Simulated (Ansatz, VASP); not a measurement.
**BeTe: VASP beside Ansatz**

```xyz
2
Lattice="0.0000 2.7700 2.7700 2.7700 0.0000 2.7700 2.7700 2.7700 0.0000" Properties=species:S:1:pos:R:3 pbc="T T T"
Be    0.0000    0.0000    0.0000
Te    4.1550    4.1550    4.1550
```

Alike in both runs: task relaxation of cell and atoms; functional r2SCAN; k mesh 8 × 8 × 8; occupations methfessel-paxton of order 1, width 0.05 eV; no spin polarisation.

|  | VASP | Ansatz |
| --- | --- | --- |
| version | VASP 6.6.1 | Ansatz 0.2.0 |
| potentials or method | VASP PAW PBE potentials, release 64 (Be, Te) | PAW with Ansatz's default frozen-core files, scalar-relativistic |
| plane-wave cutoff (eV) | 600 | 500 |
| valence electrons in the cell | 8 | 18 |

```csv
,VASP,Ansatz,Ansatz less VASP
"gap on the k mesh at the Fermi level, each at its own relaxed structure (eV)",2.37,2.37,0.000
relaxed volume (Å³/atom),22.69,22.63,-0.065
relaxed length of the cell vector where the two differ most in proportion (Å),4.004,4.000,-0.0038
```

VASP's potentials were made for PBE, not for r2SCAN. VASP's potentials hold 8 valence electrons a cell and Ansatz's 18, so a difference there can come from the potentials and not from the codes. Ansatz's warnings: end state compared.

Spin-orbit coupling is off throughout.
